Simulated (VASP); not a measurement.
# AlGa2As3 (I-4m2) in VASP: a series of runs

Runs on AlGa2As3. Level: PBE. Tasks: single point.

All numbers are computed with VASP 6.6.1; they aren't measurements. Logs are shortened: lines on timing, memory, paths and dates and some standing lists are left out, and cuts for length are marked.

### 1 The cell of the first run

It takes space group I-4m2 (No. 119, tetragonal). Conventional cell: a = 3.884 Å, b = 3.884 Å, c = 16.480 Å, α = 90.00°, β = 90.00°, γ = 90.00°. Within 3.1 Å of Al (site symmetry -4m2) lie 4 As at 2.38 Å. Within 3.1 Å of Ga (site symmetry 2mm) lie 4 As at 2.38 Å. As (site symmetry 2mm) has 2 Al at 2.38 Å and 2 Ga at 2.38 Å within 3.1 Å. Within 3.1 Å of As (site symmetry -4m2) lie 4 Ga at 2.38 Å.

### 2 Single point, PBE

INCAR reads:

```
SYSTEM = AlGa2As3
ALGO     = Normal         ! electronic algorithm
EDIFF    = 1E-6           ! SCF threshold, eV
ENCUT    = 520            ! plane-wave cutoff, eV
GGA      = PE             ! functional
ISIF     = 2              ! what is computed and relaxed
ISMEAR   = 0              ! smearing method
LASPH    = .TRUE.         ! aspherical terms in the spheres
LCHARG   = .FALSE.        ! write CHGCAR
LREAL    = .FALSE.        ! projectors in reciprocal space
LWAVE    = .FALSE.        ! write WAVECAR
NBANDS   = 31             ! bands
NELM     = 100            ! most SCF steps
PREC     = Accurate       ! precision mode
SIGMA    = 0.1            ! smearing width, eV
```

KPOINTS reads:

```
k-points
0
G
  6 6 6
  0 0 0
```

POSCAR reads:

```
AlGa2As3
1.0
   -1.9421898000      1.9421898000      8.2400134700
    1.9421898000     -1.9421898000      8.2400134700
    1.9421898000      1.9421898000     -8.2400134700
Al Ga As
1 2 3
Direct
    0.5000000000      0.5000000000      0.0000000000
    0.8333333300      0.8333333300      0.0000000000
    0.1666666700      0.1666666700      0.0000000000
    0.5833333300      0.0833333300      0.5000000000
    0.2500000000      0.7500000000      0.5000000000
    0.9166666700      0.4166666700      0.5000000000
```

Potentials or basis: VASP PAW PBE potentials, release 64 (Al, Ga_d, As).

The run is started by

```bash
> cat potpaw_PBE.64/Al/POTCAR potpaw_PBE.64/Ga_d/POTCAR potpaw_PBE.64/As/POTCAR > POTCAR
> mpirun -np 1 vasp_std > vasp.out
```

OUTCAR:

```text
SYSTEM = AlGa2As3
   EDIFF = 1E-6
   ENCUT = 520
   GGA = PE
   ISIF = 2
   ISMEAR = 0
   LASPH = .TRUE.
   LREAL = .FALSE.
   NELM = 100
   PREC = Accurate

 ion  position               nearest neighbor table
   1  0.500  0.500  0.000-   4 2.38   6 2.38   4 2.38   6 2.38
   2  0.833  0.833  0.000-   5 2.38   5 2.38   6 2.38   6 2.38
   3  0.167  0.167  0.000-   5 2.38   5 2.38   4 2.38   4 2.38
   4  0.583  0.083  0.500-   1 2.38   1 2.38   3 2.38   3 2.38
   5  0.250  0.750  0.500-   2 2.38   3 2.38   2 2.38   3 2.38
   6  0.917  0.417  0.500-   1 2.38   1 2.38   2 2.38   2 2.38

  LATTYP: Found a body centered tetragonal cell.
 ALAT       =     3.8843796000
 C/A-ratio  =     4.2426406884

  Lattice vectors:

 A1 = (  -1.9421898000,   1.9421898000,   8.2400134700)
 A2 = (   1.9421898000,  -1.9421898000,   8.2400134700)
 A3 = (   1.9421898000,   1.9421898000,  -8.2400134700)

Analysis of symmetry for initial positions (statically):
=====================================================================
 Subroutine PRICEL returns:
 Original cell was already a primitive cell.

 Routine SETGRP: Setting up the symmetry group for a
 body centered tetragonal supercell.

 Subroutine GETGRP returns: Found  8 space group operations
 (whereof  8 operations were pure point group operations)
 out of a pool of 16 trial point group operations.

The static configuration has the point symmetry D_2d.

Analysis of symmetry for dynamics (positions and initial velocities):
=====================================================================
 Subroutine PRICEL returns:
 Original cell was already a primitive cell.

 Routine SETGRP: Setting up the symmetry group for a
 body centered tetragonal supercell.

 Subroutine GETGRP returns: Found  8 space group operations
 (whereof  8 operations were pure point group operations)
 out of a pool of 16 trial point group operations.

The dynamic configuration has the point symmetry D_2d.

 Subroutine INISYM returns: Found  8 space group operations
 (whereof  8 operations are pure point group operations),
 and found     1 'primitive' translations

----------------------------------------------------------------------------------------

                                     Primitive cell

  volume of cell :     124.3287

  direct lattice vectors                    reciprocal lattice vectors
    -1.942189800  1.942189800  8.240013470     0.000000000  0.257441369  0.060679512
     1.942189800 -1.942189800  8.240013470     0.257441369  0.000000000  0.060679512
     1.942189800  1.942189800 -8.240013470     0.257441369  0.257441369  0.000000000

[... 91 lines left out ...]
   EDIFF  = 0.1E-05   stopping-criterion for ELM
   LREAL  =      F    real-space projection
   EDIFFG = 0.1E-04   stopping-criterion for IOM
   NSW    =      0    number of steps for IOM
   IBRION =     -1    ionic relax: 0-MD 1-quasi-New 2-CG
   NFREE  =      0    steps in history (QN), initial steepest desc. (CG)
   ISIF   =      2    stress and relaxation
   ISYM   =      2    0-nonsym 1-usesym 2-fastsym
   POTIM  = 0.5000    time-step for ionic-motion
   TEBEG  =    0.0;   TEEND  =   0.0 temperature during run
   PSTRESS=    0.0 pullay stress
   NELECT =      44.0000    total number of electrons
   NUPDOWN=      -1.0000    fix difference up-down
   EMIN   =  10.00;   EMAX   =-10.00  energy-range for DOS
   EFERMI =   0.00;   METHOD = LEGACY
   ISMEAR =     0;   SIGMA  =   0.10  broadening in eV -4-tet -1-fermi 0-gaus
   EFERMI_NEDOS =   21; number of points for ismear=-14 and -15
   IALGO  =     38    algorithm
   IMIX   =      4    mixing-type and parameters
     AMIX     =   0.40;   BMIX     =  1.00
     AMIX_MAG =   1.60;   BMIX_MAG =  1.00
  volume/ion in A,a.u.               =      20.72       139.84
  Fermi-wavevector in a.u.,A,eV,Ry     =   1.157982  2.188270 18.244369  1.340923
  Thomas-Fermi vector in A             =   2.294589
   LORBIT       =      0    0 simple, 1 ext, 2 COOP (PROOUT), +10 PAW based schemes
   GGA     = PE    functional components
   LHFCALC =     F    Hartree Fock is set to
   AEXX    =    0.0000 exact exchange contribution
   IVDW    =     0    specifies the selected vdW correction
   LEPSILON=     F    determine dielectric tensor
   LRPA    =     F    only Hartree local field effects (RPA)
 non-spin polarized calculation
 Gauss-broadening in eV      SIGMA  =   0.10
  energy-cutoff  :      520.00
  volume of cell :      124.33
 maximum number of plane-waves:      3368
 NGX is ok and might be reduce to    70
   NGX = 33   NGY = 33   NGZ = 33

 number of electron      44.0000001 magnetization

 Free energy of the ion-electron system (eV)
  ---------------------------------------------------
  ext. energy  EPLUGINS =         0.00000000
  ---------------------------------------------------
  free energy    TOTEN  =       -25.34088754 eV

  energy without entropy =      -25.34088754  energy(sigma->0) =      -25.34088754

 E-fermi :   5.1767     XC(G=0):  -9.7868

 val. band max:        4.7557043023   @ k =   0.0000   0.0000   0.0000
 cond. band min:       6.0125945857   @ k =   0.5000   0.5000   0.0000
 fundamental gap:      1.2568902834
 Fermi energy:         5.1767173534

 k-point     1 :       0.0000    0.0000    0.0000
  band No.  band energies     occupation
      1     -10.1993      2.00000
      2     -10.1213      2.00000
      3     -10.0661      2.00000
      4     -10.0661      2.00000
      5     -10.0334      2.00000
      6     -10.0334      2.00000
[... 805 lines left out ...]
     30       9.9550      0.00000
     31      10.4815      0.00000

 [... further k-points ...]
[... 5 lines left out ...]
  --------------------------------------------------------------------------------------
  -------------------------------------------------------------------------------------
  Total        8.9631581      8.9631581      8.7639513      0.0000000      0.0000000     -0.0000000
  in kB      115.5048945    115.5048945    112.9377904      0.0000000      0.0000000     -0.0000000
  external PRESSURE =     114.6491931 kB  Pullay stress =       0.0000000 kB

 VOLUME and BASIS-vectors are now :
 -----------------------------------------------------------------------------
  energy-cutoff  :      520.00
  volume of cell :      124.33
      direct lattice vectors                 reciprocal lattice vectors
    -1.942189800  1.942189800  8.240013470     0.000000000  0.257441369  0.060679512
     1.942189800 -1.942189800  8.240013470     0.257441369  0.000000000  0.060679512
     1.942189800  1.942189800 -8.240013470     0.257441369  0.257441369  0.000000000

 POSITION                                       TOTAL-FORCE (eV/Angst)
 -----------------------------------------------------------------------------------
      0.00000      0.00000      8.24001         0.000000     -0.000000      0.000000
      0.00000      0.00000     13.73336        -0.000000      0.000000     -0.039084
      0.00000      0.00000      2.74667        -0.000000      0.000000      0.039084
      0.00000      1.94219      1.37334         0.000000     -0.000000     -0.096936
      1.94219     -0.00000      4.12001         0.000000     -0.000000      0.000000
      0.00000      1.94219      6.86668         0.000000     -0.000000      0.096936
 -----------------------------------------------------------------------------------
    total drift:                               -0.000001      0.000001      0.000000

  FREE ENERGIE OF THE ION-ELECTRON SYSTEM (eV)
  ---------------------------------------------------
  free  energy   TOTEN  =       -25.3408875446 eV

  energy  without entropy=      -25.3408875446  energy(sigma->0) =      -25.34088754
```

stdout:

```text
POSCAR found type information on POSCAR AlGaAs
 POSCAR found :  3 types and       6 ions
 scaLAPACK will be used
 LDA part: xc-table for (Slater+PW92), standard interpolation
 POSCAR, INCAR and KPOINTS ok, starting setup
 FFT: planning ... GRIDC
 FFT: planning ... GRID_SOFT
 FFT: planning ... GRID
 WAVECAR not read
 entering main loop
```

Run time: 4.8 min. Hardware: 1 thread of Intel Xeon 6975P-C (Granite Rapids), shared host; peak memory 0.71 GiB.

What came out:

```
Free energy            : -25.3409 eV
Pressure               : 11.5 GPa
Largest force          : 0.097 eV/Å
Band gap on the k mesh : 1.26 eV, indirect (least direct gap 1.45 eV)
```

Forces on the atoms (eV/Å):
```
Al   0.000  0.000  0.000
Ga   0.000  0.000 -0.039
Ga   0.000  0.000  0.039
As   0.000  0.000 -0.097
As   0.000  0.000  0.000
As   0.000  0.000  0.097
```

### 3 Single point, PBE

This run uses another cell than the first one, of 23.63 Å³/atom, 1.140 times its volume.

INCAR reads:

```
SYSTEM = AlGa2As3
PREC     = Accurate       ! precision mode
ENCUT    = 520            ! plane-wave cutoff, eV
EDIFF    = 1E-6           ! SCF threshold, eV
ISMEAR   = 0              ! smearing method
SIGMA    = 0.1            ! smearing width, eV
LREAL    = .FALSE.        ! projectors in reciprocal space
LASPH    = .TRUE.         ! aspherical terms in the spheres
NELM     = 60             ! most SCF steps
ALGO     = Normal         ! electronic algorithm
ISIF     = 2              ! what is computed and relaxed
LWAVE    = .FALSE.        ! write WAVECAR
LCHARG   = .FALSE.        ! write CHGCAR
GGA      = PE             ! functional
NBANDS   = 31             ! bands
```

KPOINTS reads:

```
Automatic mesh
0
G
  6 6 6
  0 0 0
```

POSCAR reads:

```
AlGa2As3
1.0
   -2.0319062211      2.0319062211      8.5852938617
    2.0319062211     -2.0319062211      8.5852938617
    2.0319062211      2.0319062211     -8.5852938617
Al Ga As
1 2 3
Direct
    0.5000000000      0.5000000000      0.0000000000
    0.8334289642      0.8334289642      0.0000000000
    0.1665710358      0.1665710358      0.0000000000
    0.5827609777      0.0827609777      0.5000000000
    0.2500000000      0.7500000000      0.5000000000
    0.9172390223      0.4172390223      0.5000000000
```

Potentials or basis: VASP PAW PBE potentials, release 64 (Al, Ga_d, As).

The run is started by

```bash
> cat potpaw_PBE.64/Al/POTCAR potpaw_PBE.64/Ga_d/POTCAR potpaw_PBE.64/As/POTCAR > POTCAR
> mpirun -np 1 vasp_std > vasp.out
```

Run time: 4.7 min. Hardware: 1 thread of Intel Xeon 6975P-C (Granite Rapids), shared host; peak memory 0.71 GiB.

The run converged. Its results:

| Property | Result |
| --- | --- |
| Free energy | -25.9071 eV |
| Pressure | 0.2 GPa |
| Largest force | 0.004 eV/Å |
| Band gap on the k mesh | 0.65 eV, direct |

Forces in eV/Å, atoms in the order of the input:
```
Al   0.000  0.000  0.000
Ga   0.000  0.000  0.000
Ga   0.000  0.000  0.000
As   0.000  0.000 -0.004
As   0.000  0.000  0.000
As   0.000  0.000  0.004
```

Levels at points of the mesh, in eV from the valence-band top:
| k point | band 20 | band 21 | band 22 | band 23 | band 24 | band 25 |
| --- | --- | --- | --- | --- | --- | --- |
| (0.00, 0.00, 0.00) | -0.01 | 0.00 | 0.00 | 0.65 | 1.62 | 1.96 |
| (0.50, 0.00, 0.00) | -1.01 | -0.96 | -0.96 | 1.19 | 2.47 | 2.82 |
| (0.50, 0.50, 0.00) | -2.84 | -2.36 | -2.36 | 1.53 | 1.82 | 3.13 |
| (0.50, 0.50, 0.50) | -0.97 | -0.79 | -0.79 | 1.50 | 1.81 | 2.46 |
